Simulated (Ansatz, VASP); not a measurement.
PbF2 in VASP and in Ansatz

```
Pb F
1.0
    -0.05399    2.92771    2.92248
     2.85031   -0.02376    2.89225
     2.85138    2.89854   -0.02483
Pb F
1 2
Direct
  0.99206 0.02586 0.97160
  0.26483 0.30410 0.25481
  0.74311 0.67003 0.77358
```

Change from the starting cell: all atoms moved at random, cell strained at random.

Alike in both runs: task single point; functional PBE; k mesh 8 × 8 × 8; occupations gaussian, width 0.02 eV; no spin polarisation.

```csv
,VASP,Ansatz
version,VASP 6.6.1,Ansatz 0.2.0
potentials or method,"VASP PAW PBE potentials, release 64 (Pb_d, F), cutoff 520 eV","scalar-relativistic, plane waves, PAW"
valence electrons in the cell,28,28
```

Ansatz gave:

| Property | Result |
| --- | --- |
| gap on the k mesh at the Fermi level (eV) | 3.22 |
| least direct gap on the mesh (eV) | 3.60 |
| pressure (GPa) | 12.5 |
| traceless stress, the component that is largest in VASP (GPa) | -7.27 |
| rms of the force components (eV/Å) | 0.990 |

Q: Which values does VASP return?

A: gap on the k mesh at the Fermi level (eV): 3.21; least direct gap on the mesh (eV): 3.60; pressure (GPa): 12.4; traceless stress, the component that is largest in VASP (GPa): -7.39; rms of the force components (eV/Å): 1.009.

Atom by atom the forces differ by 0.022 eV/Å (rms over components).

Spin-orbit coupling is off throughout.
